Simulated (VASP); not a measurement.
A run of VASP 6.6.1 is set up as follows.

File INCAR:

```
PREC = Accurate ; ENCUT = 600
EDIFF = 1E-6 ; ISMEAR = 0
SIGMA = 0.1 ; LREAL = False
LASPH = True ; NELM = 200
ALGO = Normal ; ISIF = 2
LWAVE = False ; LCHARG = True
LDAU = True ; LDAUTYPE = 2
LDAUL = -1 1 ; LDAUU = 0 2.7
LDAUJ = 0 0 ; LDAUPRINT = 1
LELF = True ; LVHAR = True
NBANDS = 16 ; GGA_COMPAT = False
```

Contents of KPOINTS:

```
regular mesh
0
Gamma
  6 6 2
```

File POSCAR:

```
MgS
1.0
    4.0346224068      0.0000000000      0.0000000000
   -2.0173112034      3.4940854990      0.0000000000
    0.0000000000      0.0000000000      6.4322941800
Mg S
2 2
Direct
    0.6666666667      0.3333333333      0.4957548500
    0.3333333333      0.6666666667      0.9957548500
    0.3333333333      0.6666666667      0.3792441500
    0.6666666667      0.3333333333      0.8792441500
```

Potentials or basis: VASP PAW LDA potentials, release 64 (Mg, S).

Launch:

```sh
$ cat potpaw_LDA.64/Mg/POTCAR potpaw_LDA.64/S/POTCAR > POTCAR
$ mpirun -np 1 vasp_std > vasp.out
```

Q: What does it give for the largest force?

A: 0.054 eV/Å.

Q: Estimate the pressure.

A: -2.0 GPa.

Q: What does it give for the band gap on the k mesh?

A: 3.08 eV.

Forces on the atoms (eV/Å):
```
Mg   0.000  0.000  0.054
Mg   0.000  0.000  0.054
S    0.000  0.000 -0.054
S    0.000  0.000 -0.054
```

Caveat: the k points lie up to 0.49 Å⁻¹ apart.
